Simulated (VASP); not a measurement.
MgS, 4 atoms in the cell. It takes space group P6_3mc (No. 186, hexagonal). The conventional cell has a = 4.029 Å, b = 4.029 Å, c = 6.279 Å, α = 90.00°, β = 90.00°, γ = 120.00°. Within 3.2 Å of Mg (site symmetry 3m) lie 4 S at 2.43 Å. Within 3.2 Å of S (site symmetry 3m) lie 4 Mg at 2.43 Å.  This cell differs from its parent crystal: uniaxial z strain -2.7%.

| Property | Result |
| --- | --- |
| Program | VASP 6.6.1 |
| Task | single point |
| Functional | PBE |
| Potentials or basis | VASP PAW PBE potentials, release 64 (Mg, S) |
| Cutoff | 520 eV |
| k mesh | 12 × 12 × 4 |
| Occupations | fermi-dirac, width 0.02 eV |
| Spin | no spin polarisation |
| Dipole correction | no |
| Further INCAR settings | ALGO = Normal; EDIFF = 1e-07; NBANDS = 16 |

Potentials or basis: VASP PAW PBE potentials, release 64 (Mg, S).

Launch:

```console
$ cat potpaw_PBE.64/Mg/POTCAR potpaw_PBE.64/S/POTCAR > POTCAR
$ mpirun -np 1 vasp_std > vasp.out
```

Hardware: 1 thread of AMD EPYC 9R45 96-Core Processor (Zen 5), on a shared host.

Estimate the wall time of this run.

Wall time 34 s on 1 thread of AMD EPYC 9R45 96-Core Processor (Zen 5) (shared host), peak memory 0.2 GiB. Counts: scf iterations 14, k points 57.
